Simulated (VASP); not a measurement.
A run of VASP 6.6.1 is set up as follows.

INCAR

```
PREC = Accurate
ENCUT = 520
EDIFF = 1E-7
ISMEAR = 0
SIGMA = 0.15
LREAL = F
LASPH = T
NELM = 80
ALGO = Fast
ISIF = 2
LWAVE = F
LCHARG = T
GGA = PS
LELF = T
LVHAR = T
NBANDS = 18
```

Contents of KPOINTS:

```
Automatic mesh
0
Gamma
  22 22 14
```

POSCAR

```
Au
1.0
   -1.6210733944      1.6210733944      1.6210733944
    1.6210733944     -1.6210733944      1.6210733944
    3.2421467888      3.2421467888      0.0000000000
Au
2
Direct
   -0.0115664103     -0.0115664103      0.0000000000
    0.5115664103      0.5115664103      0.5000000000
```

Potentials or basis: VASP PAW PBE potentials, release 64 (Au).

Command:

```bash
$ cat potpaw_PBE.64/Au/POTCAR > POTCAR
$ mpirun -np 1 vasp_std > vasp.out
```

Problem. What does it give for the largest force?

Solution. 0.233 eV/Å.

Problem. Predict the pressure.

Solution. 0.1 GPa.

Problem. What does it give for the band gap on the k mesh?

Solution. Zero (band 11 reaches 13.13 eV, above the bottom of band 12 at 6.43 eV).

Forces in eV/Å, atoms in the order of the input:
```
Au   0.000  0.000  0.233
Au   0.000  0.000 -0.233
```

Caveat: the cell differs from its parent crystal (mode 5 (92.8 1/cm) frozen in, largest displacement +0.037 Å); the PAW data sets were made with another functional, which shifts forces and pressure a little; spin-orbit coupling is left out, which moves the levels of the heavy elements.
